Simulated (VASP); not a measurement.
Wanted: the native input for a VASP 6.6.1 run.

```
Task                   : single point
Functional             : r2SCAN
Potentials or basis    : VASP PAW PBE potentials, release 64 (Ni, Al)
Cutoff                 : 520 eV
k mesh                 : 8 × 8 × 8
Occupations            : fermi-dirac, width 0.05 eV
Spin                   : collinear spin, ferromagnetic start
Starting moments       : [1.0, 1.0, 1.0, 0.0] μB
Dipole correction      : no
Further INCAR settings : ALGO = Normal; EDIFF = 1e-06; NBANDS = 28
```

The system is AlNi3.

```xyz
4
Lattice="0.0000 2.8388 2.8388 2.8388 0.0000 2.8388 2.8388 2.8388 0.0000" Properties=species:S:1:pos:R:3 pbc="T T T"
Ni    4.2581    4.2581    4.2581
Ni    0.0000    0.0000    0.0000
Ni    1.4194    1.4194    1.4194
Al    2.8388    2.8388    2.8388
```

These files were run (other wordings do the same):

POSCAR

```
AlNi3
1.0
    0.0000000000      2.8387599407      2.8387599407
    2.8387599407      0.0000000000      2.8387599407
    2.8387599407      2.8387599407      0.0000000000
Ni Al
3 1
Direct
    0.7500000000      0.7500000000      0.7500000000
    0.0000000000      0.0000000000      0.0000000000
    0.2500000000      0.2500000000      0.2500000000
    0.5000000000      0.5000000000      0.5000000000
```

INCAR.step1

```
PREC = Accurate
ENCUT = 520
ISMEAR = -1
SIGMA = 0.05
LREAL = False
LASPH = True
NELM = 150
ISPIN = 2
MAGMOM = 1 1 1 0
LMAXMIX = 4
NBANDS = 28
GGA = PE
ALGO = Normal
EDIFF = 1E-4
LWAVE = True
LCHARG = False
```

INCAR.step2

```
PREC = Accurate
ENCUT = 520
EDIFF = 1E-6
ISMEAR = -1
SIGMA = 0.05
LREAL = False
LASPH = True
NELM = 150
ALGO = Normal
ISIF = 2
LWAVE = False
LCHARG = False
ISPIN = 2
MAGMOM = 1 1 1 0
LORBIT = 11
LMAXMIX = 4
METAGGA = R2SCAN
LMIXTAU = True
NBANDS = 28
ISTART = 1
```

KPOINTS

```
Automatic mesh
0
Gamma
  8 8 8
```

Potentials or basis: VASP PAW PBE potentials, release 64 (Ni, Al).

The run is started by

```console
$ cat potpaw_PBE.64/Ni/POTCAR potpaw_PBE.64/Al/POTCAR > POTCAR
$ cp INCAR.step1 INCAR
$ mpirun -np 1 vasp_std > vasp.out
$ cp INCAR.step2 INCAR
$ mpirun -np 1 vasp_std > vasp.out
```

It gave:

```
Pressure                                              : -7.1 GPa
Net moment                                            : 0.00 μB per cell
Valence electrons inside the program's atomic spheres : Ni 9.43, 9.37; Al 0.81
```

Caveat: the PAW data sets were made with another functional, which shifts forces and pressure a little.

Wall time 7.5 min on 1 thread of AMD EPYC 9R45 (Zen 5) (shared host), peak memory 0.2 GiB.
